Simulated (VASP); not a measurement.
Here is a VASP 6.6.1 calculation.

The input INCAR:

```
PREC     = Accurate       # precision mode
ENCUT    = 600            # plane-wave cutoff, eV
EDIFF    = 1E-6           # SCF threshold, eV
ISMEAR   = 0              # smearing method
SIGMA    = 0.1            # smearing width, eV
LREAL    = False          # projectors in reciprocal space
LASPH    = True           # aspherical terms in the spheres
NELM     = 80             # most SCF steps
ALGO     = Fast           # electronic algorithm
ISIF     = 3              # what is computed and relaxed
LWAVE    = False          # write WAVECAR
LCHARG   = False          # write CHGCAR
GGA      = PE             # functional
IBRION   = 2              # ionic algorithm
NSW      = 90             # ionic steps
EDIFFG   = -0.04          # ionic threshold
```

Contents of KPOINTS:

```
Automatic mesh
0
Gamma
  8 8 8
```

POSCAR

```
In2B
1.0
   -1.7541716207      1.7541716207      4.3032022570
    1.7541716207     -1.7541716207      4.3032022570
    1.7541716207      1.7541716207     -4.3032022570
In B
2 1
Direct
    0.6650000000      0.6650000000      0.0000000000
    0.3350000000      0.3350000000      0.0000000000
    0.0000000000      0.0000000000      0.0000000000
```

Potentials or basis: VASP PAW PBE potentials, release 64 (In_d, B).

Command:

```bash
$ cat potpaw_PBE.64/In_d/POTCAR potpaw_PBE.64/B/POTCAR > POTCAR
$ mpirun -np 1 vasp_std > vasp.out
```

(1) Estimate the relaxed volume.

(2) Estimate the space group after relaxing (to 0.1 Å).

Results:

(1) 19.72 Å³/atom.

(2) I4/mmm (No. 139).

Caveat: a cell axis changed by over 15 % at a fixed basis, so the end point is rough.
